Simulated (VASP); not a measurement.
Nb:

```
Nb
1.0
     3.33000    0.00000    0.00000
     0.00000    3.33000    0.00000
     0.00000    0.00000    3.33000
Nb
2
Direct
  0.00000 0.00000 0.00000
  0.50000 0.50000 0.50000
```

| Item | Value |
| --- | --- |
| Program | VASP 6.6.1 |
| Task | relaxation of cell and atoms |
| Functional | PBE |
| Potentials or basis | VASP PAW PBE potentials, release 64 (Nb_sv) |
| Cutoff | 600 eV |
| k mesh | 13 × 13 × 13 |
| Occupations | fermi-dirac, width 0.05 eV |
| Spin | no spin polarisation |

At the start: pressure -3.4 GPa; volume 18.46 Å³/atom.

Q: How do energy, volume and symmetry change on relaxing?

A: Over 3 steps the energy falls by 3.9 meV/atom and the volume is 18.10 Å³/atom (-2.0 %); space group Im-3m (No. 229, to 0.05 Å).

Step by step:
| step | energy change (eV) | largest force (eV/Å) | pressure (GPa) | volume (Å³) |
| --- | --- | --- | --- | --- |
| 1 | 0.0000 | 0.0000 | -3.36 | 36.93 |
| 2 | 0.0188 | 0.0000 | 6.75 | 34.90 |
| 3 | -0.0077 | 0.0000 | -0.04 | 36.20 |

Final structure:
```
Nb
1.0
     3.30806    0.00000    0.00000
     0.00000    3.30806    0.00000
     0.00000    0.00000    3.30806
Nb
2
Direct
  0.00000 0.00000 0.00000
  0.50000 0.50000 0.50000
```
